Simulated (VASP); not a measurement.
# Sr2Ir (Fm-3m) in VASP: notebook

The runs below take Sr2Ir through single point, with LDA.

Program: VASP 6.6.1. These are calculated values, not measurements. Logs are shortened: lines on timing, memory, paths and dates and some standing lists are left out, and cuts for length are marked.

## (1) The cell of the first run

The structure is cubic, space group Fm-3m (No. 225). The conventional cell has a = 7.224 Å, b = 7.224 Å, c = 7.224 Å, α = 90.00°, β = 90.00°, γ = 90.00°. Within 4.1 Å of Sr (site symmetry -43m) lie 4 Ir at 3.13 Å and 6 Sr at 3.61 Å. Ir (site symmetry m-3m) has 8 Sr at 3.13 Å within 4.1 Å.

## (2) Single point, LDA

Contents of INCAR:

```
SYSTEM = Sr2Ir
PREC     = Accurate       ! precision mode
ENCUT    = 520            ! plane-wave cutoff, eV
EDIFF    = 1E-6           ! SCF threshold, eV
ISMEAR   = 0              ! smearing method
SIGMA    = 0.25           ! smearing width, eV
LREAL    = .FALSE.        ! projectors in reciprocal space
LASPH    = .TRUE.         ! aspherical terms in the spheres
NELM     = 80             ! most SCF steps
ALGO     = Normal         ! electronic algorithm
ISIF     = 2              ! what is computed and relaxed
LWAVE    = .FALSE.        ! write WAVECAR
LCHARG   = .FALSE.        ! write CHGCAR
GGA      = CA             ! functional
NBANDS   = 22             ! bands
```

Contents of KPOINTS:

```
regular mesh
0
G
  7 7 7
  0 0 0
```

Contents of POSCAR:

```
Sr2Ir
1.0
    0.0000000000      3.6122277800      3.6122277800
    3.6122277800      0.0000000000      3.6122277800
    3.6122277800      3.6122277800      0.0000000000
Sr Ir
2 1
Direct
    0.7500000000      0.7500000000      0.7500000000
    0.2500000000      0.2500000000      0.2500000000
    0.0000000000      0.0000000000      0.0000000000
```

Potentials or basis: VASP PAW LDA potentials, release 64 (Sr_sv, Ir).

Command:

```console
$ cat potpaw_LDA.64/Sr_sv/POTCAR potpaw_LDA.64/Ir/POTCAR > POTCAR
$ mpirun -np 1 vasp_std > vasp.out
```

OUTCAR:

```text
SYSTEM = Sr2Ir
   PREC = Accurate
   ENCUT = 520
   EDIFF = 1E-6
   ISMEAR = 0
   LREAL = .FALSE.
   LASPH = .TRUE.
   NELM = 80
   ISIF = 2
   GGA = CA

 ion  position               nearest neighbor table
   1  0.750  0.750  0.750-   3 3.13   3 3.13   3 3.13   3 3.13   2 3.61   2 3.61   2 3.61   2 3.61
                             2 3.61   2 3.61
   2  0.250  0.250  0.250-   3 3.13   3 3.13   3 3.13   3 3.13   1 3.61   1 3.61   1 3.61   1 3.61
                             1 3.61   1 3.61
   3  0.000  0.000  0.000-   1 3.13   1 3.13   1 3.13   2 3.13   2 3.13   2 3.13   1 3.13   2 3.13

  LATTYP: Found a face centered cubic cell.
 ALAT       =     7.2244555600

  Lattice vectors:

 A1 = (   0.0000000000,   3.6122277800,   3.6122277800)
 A2 = (   3.6122277800,   0.0000000000,   3.6122277800)
 A3 = (   3.6122277800,   3.6122277800,   0.0000000000)

Analysis of symmetry for initial positions (statically):
=====================================================================
 Subroutine PRICEL returns:
 Original cell was already a primitive cell.

 Routine SETGRP: Setting up the symmetry group for a
 face centered cubic supercell.

 Subroutine GETGRP returns: Found 48 space group operations
 (whereof 48 operations were pure point group operations)
 out of a pool of 48 trial point group operations.

The static configuration has the point symmetry O_h .

Analysis of symmetry for dynamics (positions and initial velocities):
=====================================================================
 Subroutine PRICEL returns:
 Original cell was already a primitive cell.

 Routine SETGRP: Setting up the symmetry group for a
 face centered cubic supercell.

 Subroutine GETGRP returns: Found 48 space group operations
 (whereof 48 operations were pure point group operations)
 out of a pool of 48 trial point group operations.

The dynamic configuration has the point symmetry O_h .

 Subroutine INISYM returns: Found 48 space group operations
 (whereof 48 operations are pure point group operations),
 and found     1 'primitive' translations

----------------------------------------------------------------------------------------

                                     Primitive cell

  volume of cell :      94.2661

  direct lattice vectors                    reciprocal lattice vectors
     0.000000000  3.612227780  3.612227780    -0.138418735  0.138418735  0.138418735
     3.612227780  0.000000000  3.612227780     0.138418735 -0.138418735  0.138418735
     3.612227780  3.612227780  0.000000000     0.138418735  0.138418735 -0.138418735

  length of vectors
     5.108461517  5.108461517  5.108461517     0.239748282  0.239748282  0.239748282

  position of ions in fractional coordinates (direct lattice)
     0.750000000  0.750000000  0.750000000
     0.250000000  0.250000000  0.250000000
     0.000000000  0.000000000  0.000000000

  ion indices of the primitive-cell ions
   primitive index   ion index
                 1           1
                 2           2
                 3           3

----------------------------------------------------------------------------------------

 KPOINTS: regular mesh

Automatic generation of k-mesh.
 Grid dimensions read from file:
 generate k-points for:    7    7    7

 Generating k-lattice:

  Cartesian coordinates                     Fractional coordinates (reciprocal lattice)
    -0.019774105  0.019774105  0.019774105     0.142857143  0.000000000  0.000000000
     0.019774105 -0.019774105  0.019774105     0.000000000  0.142857143  0.000000000
     0.019774105  0.019774105 -0.019774105     0.000000000  0.000000000  0.142857143

  Length of vectors
     0.034249755  0.034249755  0.034249755

  Shift w.r.t. Gamma in fractional coordinates (k-lattice)
     0.000000000  0.000000000  0.000000000

 Subroutine IBZKPT returns following result:
 ===========================================

 Found     20 irreducible k-points:

 Following reciprocal coordinates:
            Coordinates               Weight
  0.000000  0.000000  0.000000      1.000000
  0.142857  0.000000  0.000000      8.000000
  0.285714  0.000000  0.000000      8.000000
  0.428571  0.000000  0.000000      8.000000
  0.142857  0.142857  0.000000      6.000000
  0.285714  0.142857  0.000000     24.000000
[... 12 lines left out ...]
 -0.428571  0.428571  0.142857     24.000000
 -0.285714  0.428571  0.142857     24.000000
   k-points           NKPTS =     20   k-points in BZ     NKDIM =     20   number of bands    NBANDS=     22
   number of dos      NEDOS =    301   number of ions     NIONS =      3
   total plane-waves  NPLWV =  64000
   dimension x,y,z NGX =    40 NGY =   40 NGZ =   40
   dimension x,y,z NGXF=    80 NGYF=   80 NGZF=   80
   ions per type =               2   1
   NGX,Y,Z   is equivalent  to a cutoff of  13.02, 13.02, 13.02 a.u.
   NGXF,Y,Z  is equivalent  to a cutoff of  26.03, 26.03, 26.03 a.u.
 SYSTEM =  Sr2Ir
   PREC   = accura    normal or accurate (medium, high low for compatibility)
   ISTART =      0    job   : 0-new  1-cont  2-samecut
   ICHARG =      2    charge: 1-file 2-atom 10-const
   ISPIN  =      1    spin polarized calculation?
   LNONCOLLINEAR =      F non collinear calculations
   LSORBIT =      F    spin-orbit coupling
   LASPH  =      T    aspherical Exc in radial PAW
   ENCUT  =  520.0 eV  38.22 Ry    6.18 a.u.   9.50  9.50  9.50*2*pi/ulx,y,z
   NELM   =     80;   NELMIN=  2; NELMDL= -5     # of ELM steps
   EDIFF  = 0.1E-05   stopping-criterion for ELM
   LREAL  =      F    real-space projection
   EDIFFG = 0.1E-04   stopping-criterion for IOM
   NSW    =      0    number of steps for IOM
   IBRION =     -1    ionic relax: 0-MD 1-quasi-New 2-CG
   NFREE  =      0    steps in history (QN), initial steepest desc. (CG)
   ISIF   =      2    stress and relaxation
   ISYM   =      2    0-nonsym 1-usesym 2-fastsym
   POTIM  = 0.5000    time-step for ionic-motion
   TEBEG  =    0.0;   TEEND  =   0.0 temperature during run
   PSTRESS=    0.0 pullay stress
   NELECT =      29.0000    total number of electrons
   NUPDOWN=      -1.0000    fix difference up-down
   EMIN   =  10.00;   EMAX   =-10.00  energy-range for DOS
   EFERMI =   0.00;   METHOD = LEGACY
   ISMEAR =     0;   SIGMA  =   0.25  broadening in eV -4-tet -1-fermi 0-gaus
   EFERMI_NEDOS =   21; number of points for ismear=-14 and -15
   IALGO  =     38    algorithm
   IMIX   =      4    mixing-type and parameters
     AMIX     =   0.40;   BMIX     =  1.00
     AMIX_MAG =   1.60;   BMIX_MAG =  1.00
  volume/ion in A,a.u.               =      31.42       212.05
  Fermi-wavevector in a.u.,A,eV,Ry     =   1.105153  2.088436 16.617652  1.221363
  Thomas-Fermi vector in A             =   2.241636
   LORBIT       =      0    0 simple, 1 ext, 2 COOP (PROOUT), +10 PAW based schemes
   GGA     = CA    functional components
   LHFCALC =     F    Hartree Fock is set to
   AEXX    =    0.0000 exact exchange contribution
   IVDW    =     0    specifies the selected vdW correction
   LEPSILON=     F    determine dielectric tensor
   LRPA    =     F    only Hartree local field effects (RPA)
 non-spin polarized calculation
 Gauss-broadening in eV      SIGMA  =   0.25
  energy-cutoff  :      520.00
  volume of cell :       94.27
 maximum number of plane-waves:      2637
 NGX is ok and might be reduce to    40
   NGX = 19   NGY = 19   NGZ = 19

 number of electron      29.0000000 magnetization

 Free energy of the ion-electron system (eV)
  ---------------------------------------------------
  ext. energy  EPLUGINS =         0.00000000
  ---------------------------------------------------
  free energy    TOTEN  =       -14.41604527 eV

  energy without entropy =      -14.33848988  energy(sigma->0) =      -14.37726758

 E-fermi :   2.6217     XC(G=0):  -9.4098

 val. band max:        2.6175238649   @ k =   0.4286   0.2857   0.1429
 cond. band min:       2.6290589417   @ k =   0.2857   0.1429   0.0000
 fundamental gap:      0.0115350768
 Fermi energy:         2.6217487548

 k-point     1 :       0.0000    0.0000    0.0000
  band No.  band energies     occupation
      1     -32.2239      2.00000
      2     -32.0956      2.00000
      3     -14.5564      2.00000
      4     -14.5564      2.00000
      5     -14.5564      2.00000
      6     -14.1362      2.00000
[... 14 lines left out ...]
     21       9.6359      0.00000
     22       9.6359      0.00000

 k-point     2 :       0.1429    0.0000    0.0000
  band No.  band energies     occupation
      1     -32.2172      2.00000
      2     -32.1018      2.00000
      3     -14.5385      2.00000
      4     -14.5374      2.00000
      5     -14.5374      2.00000
      6     -14.1705      2.00000
[... 14 lines left out ...]
     21       8.6231      0.00000
     22       9.0824      0.00000

 k-point     3 :       0.2857    0.0000    0.0000
  band No.  band energies     occupation
      1     -32.1987      2.00000
      2     -32.1192      2.00000
      3     -14.4916      2.00000
      4     -14.4833      2.00000
      5     -14.4833      2.00000
      6     -14.2532      2.00000
[... 14 lines left out ...]
     21       8.0456      0.00000
     22       8.0456      0.00000

 k-point     4 :       0.4286    0.0000    0.0000
  band No.  band energies     occupation
      1     -32.1727      2.00000
      2     -32.1444      2.00000
      3     -14.4283      2.00000
      4     -14.4030      2.00000
      5     -14.4030      2.00000
      6     -14.3441      2.00000
[... 14 lines left out ...]
     21       7.0742      0.00000
     22       7.0742      0.00000

 k-point     5 :       0.1429    0.1429    0.0000
  band No.  band energies     occupation
      1     -32.2153      2.00000
      2     -32.1035      2.00000
      3     -14.5671      2.00000
      4     -14.5671      2.00000
      5     -14.4629      2.00000
      6     -14.2539      2.00000
[... 14 lines left out ...]
     21       8.6661      0.00000
     22       8.6953      0.00000

 k-point     6 :       0.2857    0.1429    0.0000
  band No.  band energies     occupation
      1     -32.2019      2.00000
      2     -32.1160      2.00000
      3     -14.5593      2.00000
      4     -14.5564      2.00000
      5     -14.3700      2.00000
      6     -14.3660      2.00000
[... 14 lines left out ...]
     21       7.7828      0.00000
     22       7.9521      0.00000

 k-point     7 :       0.4286    0.1429    0.0000
  band No.  band energies     occupation
      1     -32.1801      2.00000
      2     -32.1369      2.00000
      3     -14.5221      2.00000
      4     -14.5063      2.00000
      5     -14.4751      2.00000
      6     -14.2676      2.00000
[... 224 lines left out ...]
      6     -14.1190      2.00000
[... 14 lines left out ...]
     21       6.8293      0.00000
     22       7.1870      0.00000

 k-point    17 :       0.4286    0.2857    0.1429
  band No.  band energies     occupation
      1     -32.1881      2.00000
      2     -32.1290      2.00000
      3     -14.6085      2.00000
      4     -14.4975      2.00000
      5     -14.4907      2.00000
      6     -14.2563      2.00000
[... 14 lines left out ...]
     21       7.0051      0.00000
     22       7.6981      0.00000

 k-point    18 :      -0.4286    0.2857    0.1429
  band No.  band energies     occupation
      1     -32.1687      2.00000
      2     -32.1477      2.00000
      3     -14.6199      2.00000
      4     -14.5761      2.00000
      5     -14.4114      2.00000
      6     -14.3130      2.00000
[... 14 lines left out ...]
     21       6.8812      0.00000
     22       7.5540      0.00000

 k-point    19 :      -0.4286    0.4286    0.1429
  band No.  band energies     occupation
      1     -32.1729      2.00000
      2     -32.1430      2.00000
      3     -14.6805      2.00000
      4     -14.6285      2.00000
      5     -14.5165      2.00000
      6     -14.1994      2.00000
[... 14 lines left out ...]
     21       7.0575      0.00000
     22       7.2802      0.00000

 k-point    20 :      -0.2857    0.4286    0.1429
  band No.  band energies     occupation
      1     -32.1604      2.00000
      2     -32.1554      2.00000
      3     -14.6815      2.00000
      4     -14.6282      2.00000
      5     -14.4221      2.00000
      6     -14.3001      2.00000
[... 14 lines left out ...]
     21       7.0228      0.00000
     22       7.8499      0.00000

------------------------ aborting loop because EDIFF is reached ----------------------------------------

  FORCE on cell =-STRESS in cart. coord.  units (eV):
  Direction    XX          YY          ZZ          XY          YZ          ZX
  --------------------------------------------------------------------------------------
  -------------------------------------------------------------------------------------
  Total       -1.8013067     -1.8013067     -1.8013067     -0.0000000     -0.0000000      0.0000000
  in kB      -30.6156063    -30.6156063    -30.6156063     -0.0000000     -0.0000000      0.0000000
  external PRESSURE =     -30.6156063 kB  Pullay stress =       0.0000000 kB

 VOLUME and BASIS-vectors are now :
 -----------------------------------------------------------------------------
  energy-cutoff  :      520.00
  volume of cell :       94.27
      direct lattice vectors                 reciprocal lattice vectors
     0.000000000  3.612227780  3.612227780    -0.138418735  0.138418735  0.138418735
     3.612227780  0.000000000  3.612227780     0.138418735 -0.138418735  0.138418735
     3.612227780  3.612227780  0.000000000     0.138418735  0.138418735 -0.138418735

 POSITION                                       TOTAL-FORCE (eV/Angst)
 -----------------------------------------------------------------------------------
      5.41834      5.41834      5.41834         0.000000      0.000000      0.000000
      1.80611      1.80611      1.80611        -0.000000     -0.000000     -0.000000
      0.00000      0.00000      0.00000         0.000000      0.000000     -0.000000
 -----------------------------------------------------------------------------------
    total drift:                               -0.000000     -0.000000      0.000000

  FREE ENERGIE OF THE ION-ELECTRON SYSTEM (eV)
  ---------------------------------------------------
  free  energy   TOTEN  =       -14.4160452663 eV

  energy  without entropy=      -14.3384898842  energy(sigma->0) =      -14.37726758
```

Wall time 68 s (1 thread of Intel Xeon 8259CL, shared host); peak memory 0.21 GiB.

Results:

- Free energy: -14.4160 eV
- Pressure: -3.1 GPa
- Band gap on the k mesh: zero (an odd number of electrons rules out a gap without spin polarisation)

Caveat: the cell stands under tension; so wide a smearing shifts energies and pressures; spin-orbit coupling is left out, which moves the levels of the heavy elements.

## (3) Single point, LDA

Contents of INCAR:

```
SYSTEM = Sr2Ir
ALGO = Normal
EDIFF = 1E-7
ENCUT = 520
ISIF = 2
ISMEAR = 0
LASPH = .TRUE.
LCHARG = .TRUE.
LELF = .TRUE.
LREAL = .FALSE.
LVHAR = .TRUE.
LWAVE = .FALSE.
NBANDS = 22
NELM = 100
PREC = Accurate
SIGMA = 0.15
```

Contents of KPOINTS:

```
k-points
0
G
  7 7 7
  0 0 0
```

POSCAR is that of step 2.

Potentials or basis: VASP PAW LDA potentials, release 64 (Sr_sv, Ir).

Command:

```console
$ cat potpaw_LDA.64/Sr_sv/POTCAR potpaw_LDA.64/Ir/POTCAR > POTCAR
$ mpirun -np 1 vasp_std > vasp.out
```

Run time: 94 s. Hardware: 1 thread of Intel Xeon 8259CL, shared host; peak memory 0.21 GiB.

The run converged. Its results:

```
Free energy            : -14.3899 eV
Pressure               : -3.1 GPa
Band gap on the k mesh : zero (an odd number of electrons rules out a gap without spin polarisation)
```

Levels at points of the mesh, in eV from the Fermi level:
| k point | band 10 | band 11 | band 12 | band 13 | band 14 | band 15 | band 16 | band 17 | band 18 | band 19 |
| --- | --- | --- | --- | --- | --- | --- | --- | --- | --- | --- |
| (0.00, 0.00, 0.00) | -1.61 | -1.61 | -0.99 | -0.99 | -0.99 | 0.68 | 0.68 | 0.68 | 3.19 | 3.19 |

Caveat: the cell stands under tension; spin-orbit coupling is left out, which moves the levels of the heavy elements.

(Continued in part 2 of 2.)
